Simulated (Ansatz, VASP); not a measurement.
# Two plane-wave programs on HfO2

```
CELL_PARAMETERS angstrom
3.86763 0.00000 0.00000
0.00000 3.86763 0.00000
0.00000 0.00000 5.15992
ATOMIC_POSITIONS crystal
Hf 0.00000 0.00000 0.00000
Hf 0.50000 0.50000 0.50000
O 0.00000 0.50000 0.32117
O 0.50000 0.00000 0.17883
O 0.50000 0.00000 0.67883
O 0.00000 0.50000 0.82117
```

Alike in both runs: task single point; functional PBE; k mesh 6 × 6 × 6; occupations gaussian, width 0.02 eV; no spin polarisation.

|  | VASP | Ansatz |
| --- | --- | --- |
| version | VASP 6.6.1 | Ansatz 0.2.0 |
| potentials or method | VASP PAW PBE potentials, release 64 (Hf_pv, O), cutoff 600 eV | scalar-relativistic, plane waves, PAW |
| valence electrons in the cell | 44 | 76 |

Ansatz gave:

| Property | Result |
| --- | --- |
| gap on the k mesh at the Fermi level (eV) | 3.32 |
| least direct gap on the mesh (eV) | 3.37 |
| pressure (GPa) | -21.0 |
| rms of the force components (eV/Å) | 0.000 |

Problem. What did VASP give for the same quantities?

Solution. gap on the k mesh at the Fermi level (eV): 3.27; least direct gap on the mesh (eV): 3.32; pressure (GPa): -23.6; rms of the force components (eV/Å): 0.025.

With one functional, cell and mesh, what is left measures potentials, basis and numerics. VASP's potentials hold 44 valence electrons a cell and Ansatz's 76, so a difference there can come from the potentials and not from the codes.

Neither program's run includes spin-orbit coupling.
